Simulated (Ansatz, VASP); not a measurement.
NbTc in VASP and in Ansatz

The input INCAR:

```
SYSTEM = NbTc
  PREC = Accurate
  ENCUT = 520
  EDIFF = 1E-6
  ISMEAR = -1
  SIGMA = 0.1
  LREAL = .False.
  LASPH = .True.
  NELM = 60
  ALGO = Normal
  ISIF = 2
  LWAVE = .False.
  LCHARG = .True.
  LELF = .True.
  LVHAR = .True.
  NBANDS = 20
```

Contents of KPOINTS:

```
regular mesh
0
Gamma
  11 11 7
  0 0 0
```

Contents of POSCAR:

```
NbTc
1.0
    1.6211697581     -2.3385456660      0.0000000000
    1.6211697581      2.3385456660      0.0000000000
    0.0000000000      0.0000000000      4.4915972529
Nb Tc
1 1
Direct
    0.0000000000      0.0000000000      0.0000000000
    0.5000000000      0.5000000000      0.5000000000
```

Input for Ansatz:

```yaml
crystal:
  lattice:
    - [1.6211697581499322, -2.338545665974395, 0.0]
    - [1.6211697581499322, 2.338545665974395, 0.0]
    - [0.0, 0.0, 4.491597252909094]
  atoms:
    - { symbol: Nb, position: [0.0, 0.0, 0.0] }
    - { symbol: Tc, position: [0.5, 0.5, 0.5] }
basis:
  ecutwfc: 630.0
  xc_grid: 2
kpoints:
  mp_grid:
    grid: [11, 11, 7]
hamiltonian:
  xc: lda
scf:
  max_iter: 80
  occupations:
    method: fermi_dirac
    width: 0.1
output:
  stress: true
```

Alike in both runs: task single point; functional LDA; k mesh 11 × 11 × 7; occupations fermi-dirac, width 0.1 eV; no spin polarisation.

```csv
,VASP,Ansatz
version,VASP 6.6.1,Ansatz 0.2.0
potentials or method,"VASP PAW LDA potentials, release 64 (Nb_sv, Tc_pv), cutoff 520 eV","plane waves, PAW"
valence electrons in the cell,26,28
```

VASP gave:

| Item | Value |
| --- | --- |
| pressure (GPa) | -21.8 |
| traceless stress, the component that is largest in VASP (GPa) | 1.42 |

Problem. What did Ansatz give for the same quantities?

Solution. Pressure (GPa): -21.8; traceless stress, the component that is largest in VASP (GPa): 1.41.

LDA's correlation is that of Perdew and Zunger in VASP and of Perdew and Wang (1992) in Ansatz. VASP's potentials hold 26 valence electrons a cell and Ansatz's 28, so a difference there can come from the potentials and not from the codes.
